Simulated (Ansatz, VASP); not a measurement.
# One calculation of CsI, two programs

```xyz
2
Lattice="4.5603 0.0000 0.0000 0.0000 4.5603 0.0000 0.0000 0.0000 4.5603" Properties=species:S:1:pos:R:3 pbc="T T T"
Cs    0.0000    0.0000    0.0000
I     2.2802    2.2802    2.2802
```

Alike in both runs: functional PBE; dispersion D3(BJ); k mesh 6 × 6 × 6; occupations gaussian, width 0.02 eV; no spin polarisation.

Ansatz relaxed the structure, and its values are those at the end. VASP's run is a single point on that final structure, the one shown.

```csv
,VASP,Ansatz
version,VASP 6.6.1,Ansatz 0.2.0
potentials or method,"VASP PAW PBE potentials, release 64 (Cs_sv, I), cutoff 500 eV","scalar-relativistic, plane waves, PAW"
valence electrons in the cell,16,26
```

VASP gave:

- gap on the k mesh at the Fermi level (eV): 3.89
- least direct gap on the mesh (eV): 3.98
- pressure (GPa): 0.0

Q: Estimate Ansatz's values.

A: gap on the k mesh at the Fermi level (eV): 3.90; least direct gap on the mesh (eV): 3.99; pressure (GPa): 0.0.

VASP's potentials hold 16 valence electrons a cell and Ansatz's 26, so a difference there can come from the potentials and not from the codes.

Spin-orbit coupling is off throughout.
